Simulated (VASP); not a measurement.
# SiC16 in VASP: single point with PBE+D3(BJ)

Aim: the single point of SiC16 with PBE+D3(BJ).

Program: VASP 6.6.1. These are calculated values, not measurements. Logs are shortened: lines on timing, memory, paths and dates and some standing lists are left out, and cuts for length are marked.

### Step 1. The cell of the first run

The cell holds a slab with vacuum, 17 atoms: a = 4.930 Å, b = 4.422 Å, c = 22.694 Å, α = 90.00°, β = 90.00°, γ = 90.00°.

### Step 2. Single point, PBE+D3(BJ), collinear spin

Input file INCAR:

```
ALGO     = Normal         # electronic algorithm
DIPOL    = 0.5 0.5 0.309
EDIFF    = 1E-7           # SCF threshold, eV
ENCUT    = 520            # plane-wave cutoff, eV
GGA      = PE             # functional
IDIPOL   = 3            
ISIF     = 2              # what is computed and relaxed
ISMEAR   = 0              # smearing method
ISPIN    = 2              # spin polarisation
IVDW     = 12             # dispersion correction
KPAR     = 4            
LASPH    = True           # aspherical terms in the spheres
LCHARG   = False          # write CHGCAR
LDIPOL   = True         
LORBIT   = 11             # projections on sites
LREAL    = Auto         
LWAVE    = False          # write WAVECAR
MAGMOM   = 0 0 0 0 0 0 0 0 0 0 0 0 0 0 0 0 2 # initial moments
NBANDS   = 52             # bands
NELM     = 150            # most SCF steps
PREC     = Accurate       # precision mode
SIGMA    = 0.05           # smearing width, eV
```

Input file KPOINTS:

```
k-points
0
Gamma
  6 6 1
```

Input file POSCAR:

```
SiC16
1.0
    4.9298676323      0.0000000000      0.0000000000
    0.0000000000      4.4224271195      0.0000000000
    0.0000000000      0.0000000000     22.6937497910
C Si
16 1
Direct
    0.2500000000      0.4155274488      0.1762599851
    0.7500000000      0.4155274488      0.1762599851
    0.0000000000      0.5195584910      0.2001803947
    0.5000000000      0.5195584910      0.2001803947
    0.0000000000      0.7272227621      0.2480852155
    0.5000000000      0.7272227621      0.2480852155
    0.2500000000      0.8312538043      0.2720056251
    0.7500000000      0.8312538043      0.2720056251
    0.2500000000      0.0442051686      0.3198734326
    0.7500000000      0.0442051686      0.3198734326
    0.0000000000      0.1500808487      0.3425973485
    0.5000000000      0.1500808487      0.3425973485
    0.0000000000      0.3779776253      0.3900566375
    0.5000000000      0.3779776253      0.3900566375
    0.2500000000      0.4764186278      0.4095290499
    0.7500000000      0.4764186278      0.4095290499
    0.3333333333      0.9764186278      0.5329110395
```

Potentials or basis: VASP PAW PBE potentials, release 64 (C, Si).

Launch:

```bash
cat potpaw_PBE.64/C/POTCAR potpaw_PBE.64/Si/POTCAR > POTCAR
mpirun -np 4 vasp_std > vasp.out
```

OUTCAR:

```text
EDIFF = 1E-7
   ENCUT = 520
   GGA = PE
   ISIF = 2
   ISMEAR = 0
   ISPIN = 2
   IVDW = 12
   LASPH = True
   LORBIT = 11
   LREAL = Auto
   NELM = 150
   PREC = Accurate
 IVDW          = 12

 ion  position               nearest neighbor table
   1  0.250  0.416  0.176-   3 1.42   4 1.42
   2  0.750  0.416  0.176-   3 1.42   4 1.42
   3  0.000  0.520  0.200-   5 1.42   2 1.42   1 1.42
   4  0.500  0.520  0.200-   6 1.42   2 1.42   1 1.42
   5  0.000  0.727  0.248-   3 1.42   7 1.42   8 1.42
   6  0.500  0.727  0.248-   4 1.42   7 1.42   8 1.42
   7  0.250  0.831  0.272-   5 1.42   6 1.42   9 1.44
   8  0.750  0.831  0.272-   5 1.42   6 1.42  10 1.44
   9  0.250  0.044  0.320-  11 1.42  12 1.42   7 1.44
  10  0.750  0.044  0.320-  11 1.42  12 1.42   8 1.44
  11  0.000  0.150  0.343-   9 1.42  10 1.42  13 1.48
  12  0.500  0.150  0.343-   9 1.42  10 1.42  14 1.48
  13  0.000  0.378  0.390-  15 1.38  16 1.38  11 1.48
  14  0.500  0.378  0.390-  15 1.38  16 1.38  12 1.48
  15  0.250  0.476  0.410-  13 1.38  14 1.38
  16  0.750  0.476  0.410-  13 1.38  14 1.38
  17  0.333  0.976  0.533-

  LATTYP: Found a simple orthorhombic cell.
 ALAT       =     4.4224271195
 B/A-ratio  =     1.1147425382
 C/A-ratio  =     5.1315147040

  Lattice vectors:

 A1 = (   0.0000000000,  -4.4224271195,   0.0000000000)
 A2 = (   4.9298676323,   0.0000000000,   0.0000000000)
 A3 = (   0.0000000000,   0.0000000000,  22.6937497910)

Analysis of symmetry for initial positions (statically):
=====================================================================
 Subroutine PRICEL returns:
 Original cell was already a primitive cell.

 Routine SETGRP: Setting up the symmetry group for a
 simple orthorhombic supercell.

 Subroutine GETGRP returns: Found  1 space group operations
 (whereof  1 operations were pure point group operations)
 out of a pool of  8 trial point group operations.

The static configuration has the point symmetry C_1 .

Analysis of symmetry for dynamics (positions and initial velocities):
=====================================================================
 Subroutine PRICEL returns:
 Original cell was already a primitive cell.

 Routine SETGRP: Setting up the symmetry group for a
 simple orthorhombic supercell.

 Subroutine GETGRP returns: Found  1 space group operations
 (whereof  1 operations were pure point group operations)
 out of a pool of  8 trial point group operations.

[... 189 lines left out ...]
  ---------------------------------------------------
  free energy    TOTEN  =      -136.97089437 eV

  energy without entropy =     -136.94981400  energy(sigma->0) =     -136.96035419

 E-fermi :  -2.0480     XC(G=0):  -4.3635

 val. band max:       -2.0486694795   @ k =   0.1667   0.5000   0.0000
 cond. band min:      -2.0475622532   @ k =   0.5000   0.5000   0.0000
 fundamental gap:      0.0011072263
 Fermi energy:        -2.0479710482

 spin component 1

 k-point     1 :       0.0000    0.0000    0.0000
  band No.  band energies     occupation
      1     -20.9650      1.00000
      2     -19.8472      1.00000
      3     -18.2127      1.00000
      4     -16.7190      1.00000
      5     -16.6852      1.00000
      6     -16.3844      1.00000
[... 969 lines left out ...]
     45       4.2477      0.00000
     46       4.6989      0.00000
 Fermi energy:        -2.0479710482

 spin component 2

 k-point     1 :       0.0000    0.0000    0.0000
  band No.  band energies     occupation
      1     -21.0694      1.00000
      2     -20.0637      1.00000
      3     -18.4836      1.00000
      4     -16.8135      1.00000
      5     -16.7682      1.00000
      6     -16.6397      1.00000
[... 969 lines left out ...]
     45       4.4720      0.00000
     46       4.8118      0.00000
 [bands above 46 left out]

------------------------ aborting loop because EDIFF is reached ----------------------------------------

 vacuum level on the upper side and lower side of the slab       (xc-potential included)        -0.838         0.691

 Edisp (eV)   -2.10092

 E8    (eV) :    -0.6339

  FORCE on cell =-STRESS in cart. coord.  units (eV):
  Direction    XX          YY          ZZ          XY          YZ          ZX
  --------------------------------------------------------------------------------------
  -------------------------------------------------------------------------------------
  Total      -0.33056    -3.10188    -2.54783    -0.08171    -1.01677    -0.24555
  in kB      -1.07042   -10.04461    -8.25048    -0.26460    -3.29254    -0.79516
  external pressure =       -6.46 kB  Pullay stress =        0.00 kB

 VOLUME and BASIS-vectors are now :
 -----------------------------------------------------------------------------
  energy-cutoff  :      520.00
  volume of cell :      494.77
      direct lattice vectors                 reciprocal lattice vectors
     4.929867632  0.000000000  0.000000000     0.202845203  0.000000000  0.000000000
     0.000000000  4.422427120  0.000000000     0.000000000  0.226120176  0.000000000
     0.000000000  0.000000000 22.693749791     0.000000000  0.000000000  0.044064996

 POSITION                                       TOTAL-FORCE (eV/Angst)
 -----------------------------------------------------------------------------------
      1.23247      1.83764      4.00000        -0.001065      0.375606      0.582351
      3.69740      1.83764      4.00000        -0.000284      1.682884      2.047185
      0.00000      2.29771      4.54284         0.384742     -1.680098     -2.024746
      2.46493      2.29771      4.54284        -0.382537     -1.679084     -2.022917
      0.00000      3.21609      5.62998        -0.327302      0.690972      0.866741
      2.46493      3.21609      5.62998         0.326029      0.691525      0.867151
[... 9 lines left out ...]
      3.69740      2.10693      9.29375        -0.052946      0.000503      0.226012
      1.64329      4.31814     12.09375        -0.079803     -0.292580     -0.867814
 -----------------------------------------------------------------------------------
    total drift:                               -0.001067     -0.016930     -0.034460

  FREE ENERGIE OF THE ION-ELECTRON SYSTEM (eV)
  ---------------------------------------------------
  free  energy   TOTEN  =      -139.0718184106 eV

  energy  without entropy=     -139.0507380404  energy(sigma->0) =     -139.06127823

 vacuum level on the upper side and lower side of the slab         2.213         3.809

 total charge

# of ion       s       p       d       tot
------------------------------------------
    1        0.898   1.547   0.000   2.446
    2        0.890   1.529   0.000   2.419
    3        0.863   1.773   0.000   2.636
    4        0.863   1.773   0.000   2.636
    5        0.867   1.772   0.000   2.639
    6        0.867   1.772   0.000   2.639
[... 9 lines left out ...]
   16        0.880   1.632   0.000   2.512
   17        0.961   0.511   0.000   1.471
--------------------------------------------------
tot         14.882  28.161   0.000  43.043

 magnetization (x)

# of ion       s       p       d       tot
------------------------------------------
    1       -0.003  -0.023   0.000  -0.026
    2       -0.083  -0.419   0.000  -0.502
    3       -0.004  -0.003   0.000  -0.007
    4       -0.004  -0.003   0.000  -0.007
    5       -0.006  -0.024   0.000  -0.030
    6       -0.006  -0.024   0.000  -0.030
[... 9 lines left out ...]
   16       -0.080  -0.501   0.000  -0.581
   17        0.002   0.461   0.000   0.463
--------------------------------------------------
tot         -0.277  -1.032   0.000  -1.309
```

OSZICAR:

```text
N       E                     dE             d eps       ncg     rms          rms(c)
DAV:   1     0.498221258578E+03    0.49822E+03   -0.27096E+04  4168   0.104E+03
DAV:   2    -0.688973575933E+02   -0.56712E+03   -0.53291E+03  5924   0.246E+02
DAV:   3    -0.148810072557E+03   -0.79913E+02   -0.78867E+02  4948   0.944E+01
DAV:   4    -0.151424068994E+03   -0.26140E+01   -0.26024E+01  5424   0.208E+01
[... 13 lines left out ...]
DAV:  79    -0.136970894030E+03   -0.22992E-06   -0.17115E-09  3188   0.150E-04    0.195E-04
DAV:  80    -0.136970894146E+03   -0.11637E-06   -0.19736E-10  3180   0.994E-05    0.111E-04
DAV:  81    -0.136970894300E+03   -0.15383E-06   -0.67229E-10  3148   0.887E-05    0.395E-05
DAV:  82    -0.136970894373E+03   -0.72834E-07    0.24722E-10  3148   0.517E-05
   1 F= -.13907182E+03 E0= -.13906128E+03  d E =-.210804E-01  mag=    -1.4406
```

Run time: 62 min. Hardware: 4 MPI ranks of Oxide Virtual Turin-like, shared host; peak memory 1.2 GiB.

Results:

| Quantity | Value |
| --- | --- |
| Free energy | -139.0718 eV |
| Largest force | 2.659 eV/Å |
| Net moment | -1.44 μB per cell |
| Site moments | C -0.03, -0.50, -0.01, -0.02, -0.00, +0.00, +0.01, -0.09, -0.08, +0.03, -0.47, -0.58 (each value once); Si +0.46 μB |
| Valence electrons inside the program's atomic spheres | C 2.45, 2.42, 2.64, 2.65, 2.62, 2.66, 2.51 (each value once); Si 1.47 |
| Dispersion energy per atom | -0.124 eV |

Forces on the atoms (eV/Å):
```
C   -0.001  0.376  0.582
C    0.000  1.683  2.047
C    0.385 -1.680 -2.025
C   -0.383 -1.679 -2.023
C   -0.327  0.691  0.867
C    0.326  0.692  0.867
C   -0.003 -0.078 -0.176
C    0.007  0.034 -0.031
C    0.004 -0.107 -0.174
C   -0.004 -0.069 -0.159
C   -0.117  0.344  0.265
C    0.129  0.374  0.244
C    0.018 -0.442 -0.476
C   -0.023 -0.569 -0.617
C    0.122  0.723  1.451
C   -0.053  0.001  0.226
Si  -0.080 -0.293 -0.868
```

Caveat: a moment this small can come from the mesh or the smearing.
